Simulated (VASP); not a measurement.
# BeAs2C (P-4m2) in VASP: further runs, part 2 of 2

VASP 6.6.1.

## 3. Single point, r2SCAN

Contents of POSCAR:

```
BeAs2C
1.0
    3.4247097982      0.0000000000      0.0000000000
    0.0000000000      3.4247097982      0.0000000000
    0.0000000000      0.0000000000      4.8968630612
Be As C
1 2 1
Direct
    0.0000000000      0.0000000000      0.0000000000
    0.0000000000      0.5000000000      0.2605674643
    0.5000000000      0.0000000000      0.7394325357
    0.5000000000      0.5000000000      0.5000000000
```

Contents of INCAR.step1:

```
PREC     = Accurate       # precision mode
ENCUT    = 520            # plane-wave cutoff, eV
ISMEAR   = -1             # smearing method
SIGMA    = 0.02           # smearing width, eV
LREAL    = F              # projectors in reciprocal space
LASPH    = T              # aspherical terms in the spheres
NELM     = 80             # most SCF steps
NBANDS   = 16             # bands
GGA      = PE             # functional
ALGO     = Normal         # electronic algorithm
EDIFF    = 1E-4           # SCF threshold, eV
LWAVE    = T              # write WAVECAR
LCHARG   = F              # write CHGCAR
```

Contents of INCAR.step2:

```
PREC     = Accurate       # precision mode
ENCUT    = 520            # plane-wave cutoff, eV
EDIFF    = 1E-7           # SCF threshold, eV
ISMEAR   = -1             # smearing method
SIGMA    = 0.02           # smearing width, eV
LREAL    = F              # projectors in reciprocal space
LASPH    = T              # aspherical terms in the spheres
NELM     = 80             # most SCF steps
ALGO     = Normal         # electronic algorithm
ISIF     = 2              # what is computed and relaxed
LWAVE    = F              # write WAVECAR
LCHARG   = T              # write CHGCAR
METAGGA  = R2SCAN         # meta-GGA
LMIXTAU  = T            
LELF     = T              # ELF
LVHAR    = T            
NBANDS   = 16             # bands
ISTART   = 1
```

Contents of KPOINTS:

```
regular mesh
0
Gamma
  6 6 4
```

Potentials or basis: VASP PAW PBE potentials, release 64 (Be, As, C).

The run is started by

```sh
$ cat potpaw_PBE.64/Be/POTCAR potpaw_PBE.64/As/POTCAR potpaw_PBE.64/C/POTCAR > POTCAR
$ cp INCAR.step1 INCAR
$ mpirun -np 1 vasp_std > vasp.out
$ cp INCAR.step2 INCAR
$ mpirun -np 1 vasp_std > vasp.out
```

OUTCAR:

```text
PREC = Accurate
   ENCUT = 520
   EDIFF = 1E-7
   ISMEAR = -1
   LREAL = F
   LASPH = T
   NELM = 80
   ISIF = 2
   METAGGA = R2SCAN
   ISTART = 1

 ion  position               nearest neighbor table
   1  0.000  0.000  0.000-   2 2.14   3 2.14   2 2.14   3 2.14
   2  0.000  0.500  0.261-   4 2.08   4 2.08   1 2.14   1 2.14
   3  0.500  0.000  0.739-   4 2.08   4 2.08   1 2.14   1 2.14
   4  0.500  0.500  0.500-   2 2.08   3 2.08   3 2.08   2 2.08

  LATTYP: Found a simple tetragonal cell.
 ALAT       =     3.4247097982
 C/A-ratio  =     1.4298621926

  Lattice vectors:

 A1 = (   3.4247097982,   0.0000000000,   0.0000000000)
 A2 = (   0.0000000000,   3.4247097982,   0.0000000000)
 A3 = (   0.0000000000,   0.0000000000,   4.8968630612)

Analysis of symmetry for initial positions (statically):
=====================================================================
 Subroutine PRICEL returns:
 Original cell was already a primitive cell.

 Routine SETGRP: Setting up the symmetry group for a
 simple tetragonal supercell.

[... 172 lines left out ...]
 val. band max:        5.8260458065   @ k =   0.0000   0.0000   0.2500
 cond. band min:       5.9378446900   @ k =   0.1667   0.0000   0.0000
 fundamental gap:      0.1117988835
 Fermi energy:         5.9133146411

 k-point     1 :       0.0000    0.0000    0.0000
  band No.  band energies     occupation
      1     -10.9175      2.00000
      2      -5.9658      2.00000
      3      -3.4354      2.00000
      4       0.8522      2.00000
      5       0.8522      2.00000
      6       4.8613      2.00000
[... 433 lines left out ...]
      3      -4.4252      2.00000
      4      -1.8559      2.00000
      5       1.8910      2.00000
      6       3.0159      2.00000
[... 8 lines left out ...]
     15      14.6720      0.00000
     16      15.7322      0.00000

 [... further k-points ...]

------------------------ aborting loop because EDIFF is reached ----------------------------------------

  FORCE on cell =-STRESS in cart. coord.  units (eV):
  Direction    XX          YY          ZZ          XY          YZ          ZX
  --------------------------------------------------------------------------------------
  -------------------------------------------------------------------------------------
  Total        0.1241992      0.1241992      0.1176999      0.0000000     -0.0000000      0.0000000
  in kB        3.4646870      3.4646870      3.2833814      0.0000000     -0.0000000      0.0000000
  external PRESSURE =       3.4042518 kB  Pullay stress =       0.0000000 kB

 VOLUME and BASIS-vectors are now :
 -----------------------------------------------------------------------------
  energy-cutoff  :      520.00
  volume of cell :       57.43
      direct lattice vectors                 reciprocal lattice vectors
     3.424709798  0.000000000  0.000000000     0.291995544  0.000000000  0.000000000
     0.000000000  3.424709798  0.000000000     0.000000000  0.291995544  0.000000000
     0.000000000  0.000000000  4.896863061     0.000000000  0.000000000  0.204212368

 POSITION                                       TOTAL-FORCE (eV/Angst)
 -----------------------------------------------------------------------------------
      0.00000      0.00000      0.00000         0.000000      0.000000      0.000000
      0.00000      1.71235      1.27596         0.000000      0.000000      0.042204
      1.71235      0.00000      3.62090         0.000000      0.000000     -0.042204
      1.71235      1.71235      2.44843         0.000000     -0.000000      0.000000
 -----------------------------------------------------------------------------------
    total drift:                                0.000000      0.000000      0.000000

  FREE ENERGIE OF THE ION-ELECTRON SYSTEM (eV)
  ---------------------------------------------------
  free  energy   TOTEN  =       -41.9584057724 eV

  energy  without entropy=      -41.9576674613  energy(sigma->0) =      -41.95803662
```

OUTCAR.step1:

```text
PREC = Accurate
   ENCUT = 520
   ISMEAR = -1
   LREAL = F
   LASPH = T
[... 684 lines left out ...]
      0.00000      0.00000      0.00000        -0.000000     -0.000000     -0.000000
      0.00000      1.71235      1.27596         0.000000     -0.000000     -0.083943
      1.71235      0.00000      3.62090         0.000000     -0.000000      0.083943
      1.71235      1.71235      2.44843         0.000000      0.000000     -0.000000
 -----------------------------------------------------------------------------------
    total drift:                                0.000000      0.000000      0.000000

  FREE ENERGIE OF THE ION-ELECTRON SYSTEM (eV)
  ---------------------------------------------------
  free  energy   TOTEN  =       -20.4086612605 eV

  energy  without entropy=      -20.4082674875  energy(sigma->0) =      -20.40846437
```

Run time: 52 s. Hardware: 1 thread of Intel Xeon Platinum 8481C at 2.70GHz (Sapphire Rapids), shared host; peak memory 0.19 GiB.

Results:

```yaml
Free_energy: -41.9584 eV
Pressure: 0.3 GPa
Largest_force: 0.042 eV/Å
Band_gap_on_the_k_mesh: zero (bands 8 and 9 overlap by 0.54 eV)
```

Forces on the atoms (eV/Å):
```
Be   0.000  0.000  0.000
As   0.000  0.000  0.042
As   0.000  0.000 -0.042
C    0.000  0.000  0.000
```

Caveat: the PAW data sets were made with another functional, which shifts forces and pressure a little.

## 4. Single point, r2SCAN

POSCAR is that of step 3.

Contents of INCAR.step1:

```
SYSTEM = BeAs2C
PREC = Accurate
ENCUT = 520
ISMEAR = 1
SIGMA = 0.05
LREAL = .FALSE.
LASPH = .TRUE.
NELM = 80
NBANDS = 16
GGA = PE
ALGO = Normal
EDIFF = 1E-4
LWAVE = .TRUE.
LCHARG = .FALSE.
```

Contents of INCAR.step2:

```
SYSTEM = BeAs2C
PREC = Accurate
ENCUT = 520
EDIFF = 1E-7
ISMEAR = 1
SIGMA = 0.05
LREAL = .FALSE.
LASPH = .TRUE.
NELM = 80
ALGO = Normal
ISIF = 2
LWAVE = .FALSE.
LCHARG = .TRUE.
METAGGA = R2SCAN
LMIXTAU = .TRUE.
LELF = .TRUE.
LVHAR = .TRUE.
NBANDS = 16
ISTART = 1
```

Contents of KPOINTS:

```
regular mesh
0
G
  6 6 4
  0 0 0
```

The run is started by

```sh
$ cat potpaw_PBE.64/Be/POTCAR potpaw_PBE.64/As/POTCAR potpaw_PBE.64/C/POTCAR > POTCAR
$ cp INCAR.step1 INCAR
$ mpirun -np 1 vasp_std > vasp.out
$ cp INCAR.step2 INCAR
$ mpirun -np 1 vasp_std > vasp.out
```

It took 52 s on 1 thread of Intel Xeon Platinum 8481C at 2.70GHz (Sapphire Rapids), shared host; peak memory 0.19 GiB.

The run converged. Its results:

```
Free energy            : -41.9580 eV
Pressure               : 0.3 GPa
Largest force          : 0.046 eV/Å
Band gap on the k mesh : zero (bands 8 and 9 overlap by 0.54 eV)
```

Forces in eV/Å, atoms in the order of the input:
```
Be   0.000  0.000  0.000
As   0.000  0.000  0.046
As   0.000  0.000 -0.046
C    0.000  0.000  0.000
```

Levels at points of the mesh, in eV from the Fermi level:
```csv
k point,band 4,band 5,band 6,band 7,band 8,band 9,band 10,band 11,band 12,band 13
"(0.00, 0.00, 0.00)",-5.07,-5.07,-1.06,-0.68,0.16,0.16,1.23,3.11,3.11,3.72
"(0.50, 0.00, 0.00)",-5.54,-5.50,-5.01,-4.10,-0.69,1.17,4.21,4.79,4.90,7.35
"(0.50, 0.50, 0.00)",-6.26,-5.75,-4.54,-4.54,-3.12,0.03,1.54,1.54,3.58,8.59
"(0.00, 0.00, 0.50)",-4.69,-4.69,-3.87,-1.44,-1.44,0.42,0.74,4.82,5.72,5.72
"(0.50, 0.00, 0.50)",-7.78,-4.03,-2.91,-1.86,-0.52,-0.38,3.89,4.09,4.32,5.81
"(0.50, 0.50, 0.50)",-6.56,-5.45,-5.45,-5.10,-5.04,3.60,4.59,5.09,5.09,6.70
```

Caveat: the PAW data sets were made with another functional, which shifts forces and pressure a little.

## 5. Single point, r2SCAN

POSCAR is that of step 4.

Contents of INCAR.step1:

```
ALGO     = Normal         # electronic algorithm
EDIFF    = 1E-4           # SCF threshold, eV
ENCUT    = 520            # plane-wave cutoff, eV
GGA      = PE             # functional
ISMEAR   = -1             # smearing method
LASPH    = T              # aspherical terms in the spheres
LCHARG   = F              # write CHGCAR
LREAL    = F              # projectors in reciprocal space
LWAVE    = T              # write WAVECAR
NBANDS   = 16             # bands
NELM     = 100            # most SCF steps
PREC     = Accurate       # precision mode
SIGMA    = 0.02           # smearing width, eV
```

Contents of INCAR.step2:

```
ALGO     = Normal         # electronic algorithm
EDIFF    = 1E-7           # SCF threshold, eV
ENCUT    = 520            # plane-wave cutoff, eV
ISIF     = 2              # what is computed and relaxed
ISMEAR   = -1             # smearing method
ISTART   = 1            
LASPH    = T              # aspherical terms in the spheres
LCHARG   = F              # write CHGCAR
LMIXTAU  = T            
LREAL    = F              # projectors in reciprocal space
LWAVE    = F              # write WAVECAR
METAGGA  = R2SCAN         # meta-GGA
NBANDS   = 16             # bands
NELM     = 100            # most SCF steps
PREC     = Accurate       # precision mode
SIGMA    = 0.02           # smearing width, eV
```

Contents of KPOINTS:

```
Automatic mesh
0
Gamma
  6 6 4
  0.5 0.5 0.5
```

The run is started by

```sh
$ cat potpaw_PBE.64/Be/POTCAR potpaw_PBE.64/As/POTCAR potpaw_PBE.64/C/POTCAR > POTCAR
$ cp INCAR.step1 INCAR
$ mpirun -np 1 vasp_std > vasp.out
$ cp INCAR.step2 INCAR
$ mpirun -np 1 vasp_std > vasp.out
```

It took 28 s on 1 thread of Intel Xeon Platinum 8481C at 2.70GHz (Sapphire Rapids), shared host; peak memory 0.18 GiB.

Results (log left out):

| Quantity | Value |
| --- | --- |
| Free energy | -41.9535 eV |
| Pressure | 0.1 GPa |
| Largest force | 0.113 eV/Å |
| Band gap on the k mesh | 0.47 eV |

Forces in eV/Å, atoms in the order of the input:
```
Be   0.000  0.000  0.000
As   0.000  0.000 -0.113
As   0.000  0.000  0.113
C    0.000  0.000  0.000
```

Stress tensor (GPa, compression positive):
```
-0.03  0.00  0.00
 0.00 -0.03  0.00
 0.00  0.00  0.43
```

Levels at points of the mesh, in eV from the valence-band top:
| k point | band 6 | band 7 | band 8 | band 9 | band 10 | band 11 |
| --- | --- | --- | --- | --- | --- | --- |
| (0.08, 0.08, 0.12) | -1.59 | -0.39 | 0.00 | 0.47 | 2.11 | 3.56 |

Caveat: the PAW data sets were made with another functional, which shifts forces and pressure a little; a shifted mesh leaves out Γ, where band edges can lie. A k mesh can miss the band edges.

## 6. The runs side by side

```tsv
level	potentials or basis	k mesh	smearing	gap on the mesh (eV)	pressure (GPa)	largest force (eV/Å)
LDA	VASP PAW LDA potentials, release 64 (Be, As, C)	6 × 6 × 4	fermi-dirac 0.02 eV	none	-3.6	-
r2SCAN	VASP PAW PBE potentials, release 64 (Be, As, C)	6 × 6 × 4	fermi-dirac 0.02 eV	none	0.3	0.04
r2SCAN	VASP PAW PBE potentials, release 64 (Be, As, C)	6 × 6 × 4	methfessel-paxton 0.05 eV	none	0.3	0.05
r2SCAN	VASP PAW PBE potentials, release 64 (Be, As, C)	6 × 6 × 4, shifted	fermi-dirac 0.02 eV	0.47	0.1	0.11
```

Alike in all rows: task single point; no spin polarisation; cell as given; cutoff (eV) 520.

Caveats: the PAW data sets were made with another functional, which shifts forces and pressure a little (at least some runs); the cell stands under tension (at least some runs); a shifted mesh leaves out Γ, where band edges can lie (at least some runs).

Absolute energies hang on the potentials; compare differences alone.
